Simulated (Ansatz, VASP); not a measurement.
# Two plane-wave programs on Nb5O

Contents of INCAR:

```
ALGO     = Normal         # electronic algorithm
EDIFF    = 1E-6           # SCF threshold, eV
EDIFFG   = -0.04          # ionic threshold
ENCUT    = 600            # plane-wave cutoff, eV
GGA      = PE             # functional
IBRION   = 2              # ionic algorithm
ISIF     = 3              # what is computed and relaxed
ISMEAR   = 0              # smearing method
LASPH    = T              # aspherical terms in the spheres
LCHARG   = F              # write CHGCAR
LREAL    = F              # projectors in reciprocal space
LWAVE    = F              # write WAVECAR
NELM     = 80             # most SCF steps
NSW      = 90             # ionic steps
PREC     = Accurate       # precision mode
SIGMA    = 0.1            # smearing width, eV
```

KPOINTS

```
k-points
0
Gamma
  6 6 4
```

POSCAR

```
Nb5O
1.0
    4.7177022156      0.0000000000      0.0000000000
   -2.3588511078      4.0856499662      0.0000000000
    0.0000000000      0.0000000000      5.2599889743
Nb O
5 1
Direct
    0.3333333333      0.6666666667      0.2577598096
    0.3333333333      0.6666666667      0.7422401904
    0.6666666667      0.3333333333      0.7422401904
    0.6666666667      0.3333333333      0.2577598096
    0.0000000000      0.0000000000      0.5000000000
    0.0000000000      0.0000000000      0.0000000000
```

Input for Ansatz:

```yaml
crystal:
  lattice:
    - [4.7177022156, 0.0, 0.0]
    - [-2.3588511078, 4.0856499662, 0.0]
    - [0.0, 0.0, 5.2599889743]
  atoms:
    - { symbol: Nb, position: [0.3333333333, 0.6666666667, 0.2577598096] }
    - { symbol: Nb, position: [0.3333333333, 0.6666666667, 0.7422401904] }
    - { symbol: Nb, position: [0.6666666667, 0.3333333333, 0.7422401904] }
    - { symbol: Nb, position: [0.6666666667, 0.3333333333, 0.2577598096] }
    - { symbol: Nb, position: [0.0, 0.0, 0.5] }
    - { symbol: O, position: [0.0, 0.0, 0.0] }
basis:
  ecutwfc: 420
kpoints:
  mp_grid: { grid: [6, 6, 4] }
hamiltonian:
  xc: pbe
scf:
  occupations: { method: gaussian, width: 0.1 }
  lower_state_search: "off"
output:
  forces: true
  stress: true
  eigenvalues: true
relax:
  adjacent_minimum: "off"
  f_tol: 0.04
  max_steps: 70
  cell: { stress_tol: 0.4 }
```

Alike in both runs: task relaxation of cell and atoms; functional PBE; k mesh 6 × 6 × 4; occupations gaussian, width 0.1 eV; no spin polarisation.

|  | VASP | Ansatz |
| --- | --- | --- |
| version | VASP 6.6.1 | Ansatz 0.2.0 |
| potentials or method | VASP PAW PBE potentials, release 64 (Nb_sv, O), cutoff 600 eV | scalar-relativistic, plane waves, PAW |
| valence electrons in the cell | 71 | 71 |

```csv
,VASP,Ansatz,Ansatz less VASP
"gap on the k mesh at the Fermi level, each at its own relaxed structure (eV)",none,none,-
relaxed volume (Å³/atom),16.86,16.88,+0.019
relaxed cell length with the largest relative difference (Å),4.687,4.691,+0.0030
```

A gap of «none» marks a metal or a gap that the smearing closes.
